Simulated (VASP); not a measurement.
PbS:

```
Pb S
1.0
     2.07995   -5.99130    0.00000
     2.07995    5.99130    0.00000
     0.00000    0.00000    4.27932
Pb S
2 2
Direct
  0.13056 0.86944 0.25000
  0.86944 0.13056 0.75000
  0.35480 0.64520 0.25000
  0.64520 0.35480 0.75000
```

Base run:

- Program: VASP 6.6.1
- Functional: revPBE
- Potentials or basis: VASP PAW PBE potentials, release 64 (Pb_d, S)
- Cutoff: 520 eV
- k mesh: 7 × 7 × 6
- Occupations: fermi-dirac, width 0.05 eV
- Spin: no spin polarisation

Its results: band gap on the k mesh 1.32 eV (least direct gap 1.50 eV); pressure 2.4 GPa; largest force 0.125 eV/Å.

Problem. After a change of settings the same cell gave: band gap on the k mesh 1.30 eV (least direct gap 1.49 eV); pressure 4.7 GPa; largest force 0.237 eV/Å. Which change was it?
A. functional from revPBE to PBE; further incar settings from ALGO = Normal; EDIFF = 1e-07; NBANDS = 28 to ALGO = Normal; EDIFF = 1e-06; NBANDS = 28
B. functional from revPBE to LDA; potentials or basis from VASP PAW PBE potentials, release 64 (Pb_d, S) to VASP PAW LDA potentials, release 64 (Pb_d, S)
C. functional from revPBE to BLYP
D. functional from revPBE to r2SCAN; further incar settings from ALGO = Normal; EDIFF = 1e-07; NBANDS = 28 to ALGO = Normal; EDIFF = 1e-06; NBANDS = 28

Solution. C.

Caveats: the PAW data sets were made with another functional, which shifts forces and pressure a little; spin-orbit coupling is left out, which moves the levels of the heavy elements; an odd mesh through Γ misses points on the zone boundary, where band edges can lie; the cell stands under pressure (at least some runs).
